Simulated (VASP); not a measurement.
CdS, 4 atoms in the cell. It takes space group P6_3mc (No. 186, hexagonal). The conventional cell has a = 4.365 Å, b = 4.365 Å, c = 6.056 Å, α = 90.00°, β = 90.00°, γ = 120.00°. Within 3.1 Å of Cd (site symmetry 3m) lie 4 S at 2.33 to 2.61 Å. Within 3.1 Å of S (site symmetry 3m) lie 4 Cd at 2.33 to 2.61 Å.  This cell differs from its parent crystal: ratio of the length along z to the lengths across it x 0.85, volume and fractional coordinates fixed.

| Property | Result |
| --- | --- |
| Program | VASP 6.6.1 |
| Task | single point |
| Functional | PBE |
| Potentials or basis | VASP PAW PBE potentials, release 64 (Cd, S) |
| Cutoff | 520 eV |
| k mesh | 12 × 12 × 6 |
| Occupations | gaussian, width 0.05 eV |
| Spin | no spin polarisation |
| Dipole correction | no |
| Further INCAR settings | ALGO = Normal; EDIFF = 1e-06; NBANDS = 26 |

Potentials or basis: VASP PAW PBE potentials, release 64 (Cd, S).

Command:

```bash
$ cat potpaw_PBE.64/Cd/POTCAR potpaw_PBE.64/S/POTCAR > POTCAR
$ mpirun -np 1 vasp_std > vasp.out
```

Hardware: 1 thread of AMD EPYC 9R45 96-Core Processor (Zen 5), with other jobs on the host.

Task: Estimate the wall time of this run.

Result: Run time: 88 s on 1 thread of AMD EPYC 9R45 96-Core Processor (Zen 5) (shared host), peak memory 0.28 GiB. Counts: scf iterations 15, k points 76.
